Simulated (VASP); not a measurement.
# Sr3Ru (Pm-3m) in VASP: a series of runs

Sr3Ru is run at these levels: PBE; tasks: single point, relaxation of cell and atoms.

Program: VASP 6.6.1. These are calculated values, not measurements. Logs are shortened: lines on timing, memory, paths and dates and some standing lists are left out, and cuts for length are marked.

### Step 1. The cell of the first run

It takes space group Pm-3m (No. 221, cubic). The conventional cell has a = 5.052 Å, b = 5.052 Å, c = 5.052 Å, α = 90.00°, β = 90.00°, γ = 90.00°. Within 4.7 Å of Sr (site symmetry 4/mmm) lie 8 Sr at 3.57 Å and 4 Ru at 3.57 Å. Ru (site symmetry m-3m) has 12 Sr at 3.57 Å within 4.7 Å.

### Step 2. Single point, PBE

The input, INCAR:

```
SYSTEM = Sr3Ru
PREC = Accurate
ENCUT = 520
EDIFF = 1E-6
ISMEAR = 0
SIGMA = 0.1
LREAL = .FALSE.
LASPH = .TRUE.
NELM = 80
ALGO = Normal
ISIF = 2
LWAVE = .FALSE.
LCHARG = .FALSE.
GGA = PE
NBANDS = 30
```

The input, KPOINTS:

```
Automatic mesh
0
G
  4 4 4
  0 0 0
```

The input, POSCAR:

```
Sr3Ru
1.0
    5.0523722867      0.0000000000      0.0000000000
    0.0000000000      5.0523722867      0.0000000000
    0.0000000000      0.0000000000      5.0523722867
Sr Ru
3 1
Direct
    0.0000000000      0.5000000000      0.5000000000
    0.5000000000      0.0000000000      0.5000000000
    0.5000000000      0.5000000000      0.0000000000
    0.0000000000      0.0000000000      0.0000000000
```

Potentials or basis: VASP PAW PBE potentials, release 64 (Sr_sv, Ru_pv).

The run is started by

```sh
$ cat potpaw_PBE.64/Sr_sv/POTCAR potpaw_PBE.64/Ru_pv/POTCAR > POTCAR
$ mpirun -np 1 vasp_std > vasp.out
```

OUTCAR:

```text
SYSTEM = Sr3Ru
   PREC = Accurate
   ENCUT = 520
   EDIFF = 1E-6
   ISMEAR = 0
   LREAL = .FALSE.
   LASPH = .TRUE.
   NELM = 80
   ISIF = 2
   GGA = PE

 ion  position               nearest neighbor table
   1  0.000  0.500  0.500-   2 3.57   3 3.57   4 3.57   3 3.57   4 3.57   2 3.57   4 3.57   4 3.57
                             2 3.57   3 3.57   3 3.57   2 3.57
   2  0.500  0.000  0.500-   1 3.57   3 3.57   4 3.57   3 3.57   4 3.57   1 3.57   3 3.57   3 3.57
                             1 3.57   4 3.57   4 3.57   1 3.57
   3  0.500  0.500  0.000-   1 3.57   2 3.57   4 3.57   1 3.57   2 3.57   2 3.57   4 3.57   2 3.57
                             1 3.57   4 3.57   1 3.57   4 3.57
   4  0.000  0.000  0.000-   1 3.57   2 3.57   3 3.57   1 3.57   2 3.57   1 3.57   3 3.57   1 3.57
                             2 3.57   3 3.57   2 3.57   3 3.57

  LATTYP: Found a simple cubic cell.
 ALAT       =     5.0523722867

  Lattice vectors:

 A1 = (   5.0523722867,   0.0000000000,   0.0000000000)
 A2 = (   0.0000000000,   5.0523722867,   0.0000000000)
 A3 = (   0.0000000000,   0.0000000000,   5.0523722867)

Analysis of symmetry for initial positions (statically):
=====================================================================
 Subroutine PRICEL returns:
 Original cell was already a primitive cell.

 Routine SETGRP: Setting up the symmetry group for a
 simple cubic supercell.

 Subroutine GETGRP returns: Found 48 space group operations
 (whereof 48 operations were pure point group operations)
 out of a pool of 48 trial point group operations.

The static configuration has the point symmetry O_h .

Analysis of symmetry for dynamics (positions and initial velocities):
=====================================================================
 Subroutine PRICEL returns:
 Original cell was already a primitive cell.

 Routine SETGRP: Setting up the symmetry group for a
 simple cubic supercell.

 Subroutine GETGRP returns: Found 48 space group operations
 (whereof 48 operations were pure point group operations)
 out of a pool of 48 trial point group operations.

The dynamic configuration has the point symmetry O_h .

 Subroutine INISYM returns: Found 48 space group operations
 (whereof 48 operations are pure point group operations),
 and found     1 'primitive' translations

----------------------------------------------------------------------------------------

                                     Primitive cell

  volume of cell :     128.9692

  direct lattice vectors                    reciprocal lattice vectors
     5.052372287  0.000000000  0.000000000     0.197926824  0.000000000  0.000000000
     0.000000000  5.052372287  0.000000000     0.000000000  0.197926824  0.000000000
     0.000000000  0.000000000  5.052372287     0.000000000  0.000000000  0.197926824

  length of vectors
     5.052372287  5.052372287  5.052372287     0.197926824  0.197926824  0.197926824

  position of ions in fractional coordinates (direct lattice)
     0.000000000  0.500000000  0.500000000
     0.500000000  0.000000000  0.500000000
     0.500000000  0.500000000  0.000000000
     0.000000000  0.000000000  0.000000000

  ion indices of the primitive-cell ions
   primitive index   ion index
                 1           1
                 2           2
                 3           3
                 4           4

----------------------------------------------------------------------------------------

 KPOINTS: Automatic mesh

Automatic generation of k-mesh.
 Grid dimensions read from file:
 generate k-points for:    4    4    4

 Generating k-lattice:

  Cartesian coordinates                     Fractional coordinates (reciprocal lattice)
     0.049481706  0.000000000  0.000000000     0.250000000  0.000000000  0.000000000
     0.000000000  0.049481706  0.000000000     0.000000000  0.250000000  0.000000000
     0.000000000  0.000000000  0.049481706     0.000000000  0.000000000  0.250000000

  Length of vectors
     0.049481706  0.049481706  0.049481706

  Shift w.r.t. Gamma in fractional coordinates (k-lattice)
     0.000000000  0.000000000  0.000000000

 Subroutine IBZKPT returns following result:
 ===========================================

 Found     10 irreducible k-points:

 Following reciprocal coordinates:
            Coordinates               Weight
  0.000000  0.000000  0.000000      1.000000
  0.250000  0.000000  0.000000      6.000000
  0.500000  0.000000  0.000000      3.000000
  0.250000  0.250000  0.000000     12.000000
  0.500000  0.250000  0.000000     12.000000
  0.500000  0.500000  0.000000      3.000000
  0.250000  0.250000  0.250000      8.000000
  0.500000  0.250000  0.250000     12.000000
  0.500000  0.500000  0.250000      6.000000
  0.500000  0.500000  0.500000      1.000000
   k-points           NKPTS =     10   k-points in BZ     NKDIM =     10   number of bands    NBANDS=     30
   number of dos      NEDOS =    301   number of ions     NIONS =      4
   total plane-waves  NPLWV =  64000
   dimension x,y,z NGX =    40 NGY =   40 NGZ =   40
   dimension x,y,z NGXF=    80 NGYF=   80 NGZF=   80
   ions per type =               3   1
   NGX,Y,Z   is equivalent  to a cutoff of  13.16, 13.16, 13.16 a.u.
   NGXF,Y,Z  is equivalent  to a cutoff of  26.32, 26.32, 26.32 a.u.
 SYSTEM =  Sr3Ru
   PREC   = accura    normal or accurate (medium, high low for compatibility)
   ISTART =      0    job   : 0-new  1-cont  2-samecut
   ICHARG =      2    charge: 1-file 2-atom 10-const
   ISPIN  =      1    spin polarized calculation?
   LNONCOLLINEAR =      F non collinear calculations
   LSORBIT =      F    spin-orbit coupling
   LASPH  =      T    aspherical Exc in radial PAW
   ENCUT  =  520.0 eV  38.22 Ry    6.18 a.u.   9.39  9.39  9.39*2*pi/ulx,y,z
   NELM   =     80;   NELMIN=  2; NELMDL= -5     # of ELM steps
   EDIFF  = 0.1E-05   stopping-criterion for ELM
   LREAL  =      F    real-space projection
   EDIFFG = 0.1E-04   stopping-criterion for IOM
   NSW    =      0    number of steps for IOM
   IBRION =     -1    ionic relax: 0-MD 1-quasi-New 2-CG
   NFREE  =      0    steps in history (QN), initial steepest desc. (CG)
   ISIF   =      2    stress and relaxation
   ISYM   =      2    0-nonsym 1-usesym 2-fastsym
   POTIM  = 0.5000    time-step for ionic-motion
   TEBEG  =    0.0;   TEEND  =   0.0 temperature during run
   PSTRESS=    0.0 pullay stress
   NELECT =      44.0000    total number of electrons
   NUPDOWN=      -1.0000    fix difference up-down
   EMIN   =  10.00;   EMAX   =-10.00  energy-range for DOS
   EFERMI =   0.00;   METHOD = LEGACY
   ISMEAR =     0;   SIGMA  =   0.10  broadening in eV -4-tet -1-fermi 0-gaus
   EFERMI_NEDOS =   21; number of points for ismear=-14 and -15
   IALGO  =     38    algorithm
   IMIX   =      4    mixing-type and parameters
     AMIX     =   0.40;   BMIX     =  1.00
     AMIX_MAG =   1.60;   BMIX_MAG =  1.00
  volume/ion in A,a.u.               =      32.24       217.58
  Fermi-wavevector in a.u.,A,eV,Ry     =   1.143924  2.161702 17.804058  1.308561
  Thomas-Fermi vector in A             =   2.280617
   LORBIT       =      0    0 simple, 1 ext, 2 COOP (PROOUT), +10 PAW based schemes
   GGA     = PE    functional components
   LHFCALC =     F    Hartree Fock is set to
   AEXX    =    0.0000 exact exchange contribution
   IVDW    =     0    specifies the selected vdW correction
   LEPSILON=     F    determine dielectric tensor
   LRPA    =     F    only Hartree local field effects (RPA)
 non-spin polarized calculation
 Gauss-broadening in eV      SIGMA  =   0.10
  energy-cutoff  :      520.00
  volume of cell :      128.97
 maximum number of plane-waves:      3495
 NGX is ok and might be reduce to    40
   NGX = 19   NGY = 19   NGZ = 19

 number of electron      44.0000000 magnetization

 Free energy of the ion-electron system (eV)
  ---------------------------------------------------
  ext. energy  EPLUGINS =         0.00000000
  ---------------------------------------------------
  free energy    TOTEN  =       -11.82696668 eV

  energy without entropy =      -11.81501431  energy(sigma->0) =      -11.82099049

 E-fermi :   3.4418     XC(G=0):  -9.1826

 val. band max:        3.3828143387   @ k =   0.5000   0.5000   0.0000
 cond. band min:       3.5051010978   @ k =   0.5000   0.2500   0.0000
 fundamental gap:      0.1222867591
 Fermi energy:         3.4418462206

 k-point     1 :       0.0000    0.0000    0.0000
  band No.  band energies     occupation
      1     -37.6574      2.00000
      2     -37.6574      2.00000
      3     -37.6574      2.00000
      4     -32.3184      2.00000
      5     -32.1795      2.00000
      6     -32.1795      2.00000
[... 22 lines left out ...]
     29       6.3755      0.00000
     30       6.3755      0.00000

 k-point     2 :       0.2500    0.0000    0.0000
  band No.  band energies     occupation
      1     -37.6575      2.00000
      2     -37.6574      2.00000
      3     -37.6574      2.00000
      4     -32.3006      2.00000
      5     -32.1972      2.00000
      6     -32.1793      2.00000
[... 22 lines left out ...]
     29       6.0848      0.00000
     30       6.5739      0.00000

 k-point     3 :       0.5000    0.0000    0.0000
  band No.  band energies     occupation
      1     -37.6577      2.00000
      2     -37.6574      2.00000
      3     -37.6574      2.00000
      4     -32.2719      2.00000
      5     -32.2258      2.00000
      6     -32.1791      2.00000
[... 22 lines left out ...]
     29       6.5485      0.00000
     30       6.5943      0.00000

 k-point     4 :       0.2500    0.2500    0.0000
  band No.  band energies     occupation
      1     -37.6575      2.00000
      2     -37.6575      2.00000
      3     -37.6574      2.00000
      4     -32.2849      2.00000
      5     -32.2024      2.00000
      6     -32.1894      2.00000
[... 154 lines left out ...]
     29       6.1173      0.00000
     30       6.2156      0.00000

 k-point     9 :       0.5000    0.5000    0.2500
  band No.  band energies     occupation
      1     -37.6576      2.00000
      2     -37.6576      2.00000
      3     -37.6575      2.00000
      4     -32.2251      2.00000
      5     -32.2249      2.00000
      6     -32.2249      2.00000
[... 22 lines left out ...]
     29       6.4205      0.00000
     30       6.4205      0.00000

 k-point    10 :       0.5000    0.5000    0.5000
  band No.  band energies     occupation
      1     -37.6576      2.00000
      2     -37.6576      2.00000
      3     -37.6576      2.00000
      4     -32.2247      2.00000
      5     -32.2247      2.00000
      6     -32.2247      2.00000
[... 22 lines left out ...]
     29       6.5393      0.00000
     30       6.5393      0.00000

------------------------ aborting loop because EDIFF is reached ----------------------------------------

  FORCE on cell =-STRESS in cart. coord.  units (eV):
  Direction    XX          YY          ZZ          XY          YZ          ZX
  --------------------------------------------------------------------------------------
  -------------------------------------------------------------------------------------
  Total        0.2652364      0.2652364      0.2652364     -0.0000000      0.0000000     -0.0000000
  in kB        3.2950171      3.2950171      3.2950171     -0.0000000      0.0000000     -0.0000000
  external PRESSURE =       3.2950171 kB  Pullay stress =       0.0000000 kB

 VOLUME and BASIS-vectors are now :
 -----------------------------------------------------------------------------
  energy-cutoff  :      520.00
  volume of cell :      128.97
      direct lattice vectors                 reciprocal lattice vectors
     5.052372287  0.000000000  0.000000000     0.197926824  0.000000000  0.000000000
     0.000000000  5.052372287  0.000000000     0.000000000  0.197926824  0.000000000
     0.000000000  0.000000000  5.052372287     0.000000000  0.000000000  0.197926824

 POSITION                                       TOTAL-FORCE (eV/Angst)
 -----------------------------------------------------------------------------------
      0.00000      2.52619      2.52619         0.000000      0.000000      0.000000
      2.52619      0.00000      2.52619         0.000000      0.000000      0.000000
      2.52619      2.52619      0.00000         0.000000      0.000000      0.000000
      0.00000      0.00000      0.00000         0.000000      0.000000      0.000000
 -----------------------------------------------------------------------------------
    total drift:                                0.000000     -0.000000     -0.000000

  FREE ENERGIE OF THE ION-ELECTRON SYSTEM (eV)
  ---------------------------------------------------
  free  energy   TOTEN  =       -11.8269666782 eV

  energy  without entropy=      -11.8150143066  energy(sigma->0) =      -11.82099049
```

It took 54 s on 1 thread of Oxide Virtual Turin-like, shared host; peak memory 0.22 GiB.

Results:

```yaml
Free_energy: -11.8270 eV
Pressure: 0.3 GPa
Band_gap_on_the_k_mesh: zero (bands 22 and 23 overlap by 1.02 eV)
```

Levels at points of the mesh, in eV from the Fermi level:
```
           k point  band 18  band 19  band 20  band 21  band 22  band 23  band 24  band 25  band 26  band 27
(0.00, 0.00, 0.00)    -1.41    -1.41    -0.91    -0.91    -0.91     1.62     1.62     1.62     2.32     2.32
(0.50, 0.00, 0.00)    -0.88    -0.63    -0.43    -0.43    -0.25    -0.09     1.13     1.13     1.24     2.80
(0.50, 0.50, 0.00)    -0.67    -0.67    -0.45    -0.44    -0.44    -0.06     0.21     1.01     1.52     1.69
(0.50, 0.50, 0.50)    -1.45    -1.45    -0.18    -0.18     0.93     0.93     0.93     1.43     1.43     1.43
```

### Step 3. Relaxation of cell and atoms, PBE

This run uses another cell than the first one, of 27.05 Å³/atom.

The input, INCAR:

```
PREC     = Accurate       # precision mode
ENCUT    = 600            # plane-wave cutoff, eV
EDIFF    = 1E-6           # SCF threshold, eV
ISMEAR   = 0              # smearing method
SIGMA    = 0.1            # smearing width, eV
LREAL    = F              # projectors in reciprocal space
LASPH    = T              # aspherical terms in the spheres
NELM     = 100            # most SCF steps
ALGO     = Normal         # electronic algorithm
ISIF     = 3              # what is computed and relaxed
LWAVE    = F              # write WAVECAR
LCHARG   = F              # write CHGCAR
GGA      = PE             # functional
IBRION   = 2              # ionic algorithm
NSW      = 90             # ionic steps
EDIFFG   = -0.04          # ionic threshold
```

The input, KPOINTS:

```
Automatic mesh
0
Gamma
  4 4 4
```

The input, POSCAR:

```
Sr3Ru
1.0
    4.7654056881      0.0000000000      0.0000000000
    0.0000000000      4.7654056881      0.0000000000
    0.0000000000      0.0000000000      4.7654056881
Sr Ru
3 1
Direct
    0.0000000000      0.5000000000      0.5000000000
    0.5000000000      0.0000000000      0.5000000000
    0.5000000000      0.5000000000      0.0000000000
    0.0000000000      0.0000000000      0.0000000000
```

Potentials or basis: VASP PAW PBE potentials, release 64 (Sr_sv, Ru_pv).

The run is started by

```sh
$ cat potpaw_PBE.64/Sr_sv/POTCAR potpaw_PBE.64/Ru_pv/POTCAR > POTCAR
$ mpirun -np 1 vasp_std > vasp.out
```

Wall time 3.1 min (1 thread of Oxide Virtual Turin-like, shared host); peak memory 0.22 GiB.

The run converged. Its results:

* Free energy: -11.8252 eV
* Relaxed volume: 32.67 Å³/atom
* Relaxed cell: a = 5.075 Å, b = 5.075 Å, c = 5.075 Å, α = 90.00°, β = 90.00°, γ = 90.00°
* Space group after relaxing (to 0.1 Å): Pm-3m (No. 221)
* Energy gained by relaxing: 103.2 meV/atom
* Ionic steps: 4
* Pressure after relaxing: 0.0 GPa
* Band gap on the k mesh: zero (bands 22 and 23 overlap by 1.01 eV)

The path:
```
step  energy change (eV)  largest force (eV/Å)  pressure (GPa)  volume (Å³)
   1              0.0000                0.0000            6.86       108.22
   2             -0.4063                0.0000            0.73       127.41
   3             -0.4122                0.0000           -0.23       131.75
   4             -0.4129                0.0000            0.01       130.67
```

Final structure:
```xyz
4
Lattice="5.0745 0.0000 0.0000 0.0000 5.0745 0.0000 0.0000 0.0000 5.0745" Properties=species:S:1:pos:R:3 pbc="T T T"
Sr    0.0000    2.5373    2.5373
Sr    2.5373    0.0000    2.5373
Sr    2.5373    2.5373    0.0000
Ru    0.0000    0.0000    0.0000
```

Levels at points of the mesh, in eV from the Fermi level:
| k point | band 18 | band 19 | band 20 | band 21 | band 22 | band 23 | band 24 | band 25 | band 26 |
| --- | --- | --- | --- | --- | --- | --- | --- | --- | --- |
| (0.00, 0.00, 0.00) | -1.39 | -1.39 | -0.89 | -0.89 | -0.89 | 1.61 | 1.61 | 1.61 | 2.29 |
| (0.50, 0.00, 0.00) | -0.86 | -0.62 | -0.43 | -0.43 | -0.24 | -0.10 | 1.12 | 1.12 | 1.24 |
| (0.50, 0.50, 0.00) | -0.69 | -0.69 | -0.45 | -0.44 | -0.44 | -0.06 | 0.19 | 1.02 | 1.50 |
| (0.50, 0.50, 0.50) | -1.44 | -1.44 | -0.18 | -0.18 | 0.92 | 0.92 | 0.92 | 1.39 | 1.39 |

Caveat: the volume moved by over 15 % at a fixed basis, so the end points are rough.

### Step 4. Single point, PBE

This run uses another cell than the first one, of 32.63 Å³/atom.

The input, INCAR:

```
SYSTEM = Sr3Ru
PREC = Accurate ; ENCUT = 520
EDIFF = 1E-6 ; ISMEAR = 0
SIGMA = 0.1 ; LREAL = .False.
LASPH = .True. ; NELM = 60
ALGO = Fast ; ISIF = 2
LWAVE = .False. ; LCHARG = .False.
GGA = PE ; NBANDS = 30
```

The input, KPOINTS:

```
regular mesh
0
Gamma
  10 10 10
  0 0 0
```

The input, POSCAR:

```
Sr3Ru
1.0
    5.0724839344      0.0000000000      0.0000000000
    0.0000000000      5.0724839344      0.0000000000
    0.0000000000      0.0000000000      5.0724839344
Sr Ru
3 1
Direct
    0.0000000000      0.5000000000      0.5000000000
    0.5000000000      0.0000000000      0.5000000000
    0.5000000000      0.5000000000      0.0000000000
    0.0000000000      0.0000000000      0.0000000000
```

The run is started by

```sh
$ cat potpaw_PBE.64/Sr_sv/POTCAR potpaw_PBE.64/Ru_pv/POTCAR > POTCAR
$ mpirun -np 1 vasp_std > vasp.out
```

Wall time 5.3 min (1 thread of Oxide Virtual Turin-like, shared host); peak memory 0.33 GiB.

It converged, with:

* Free energy: -11.8381 eV
* Pressure: 0.1 GPa
* Band gap on the k mesh: zero (bands 22 and 23 overlap by 1.06 eV)

Levels at points of the mesh, in eV from the Fermi level:
```
           k point  band 19  band 20  band 21  band 22  band 23  band 24  band 25  band 26
(0.00, 0.00, 0.00)    -1.44    -0.93    -0.93    -0.93     1.59     1.59     1.59     2.25
(0.50, 0.00, 0.00)    -0.67    -0.48    -0.48    -0.25    -0.15     1.11     1.11     1.23
(0.50, 0.50, 0.00)    -0.70    -0.50    -0.49    -0.49    -0.12     0.18     1.00     1.50
(0.50, 0.50, 0.50)    -1.47    -0.24    -0.24     0.89     0.89     0.89     1.37     1.37
```

(Continued in part 2 of 2.)

The gap in the log of VASP goes by the Fermi energy; the results here count the filled bands.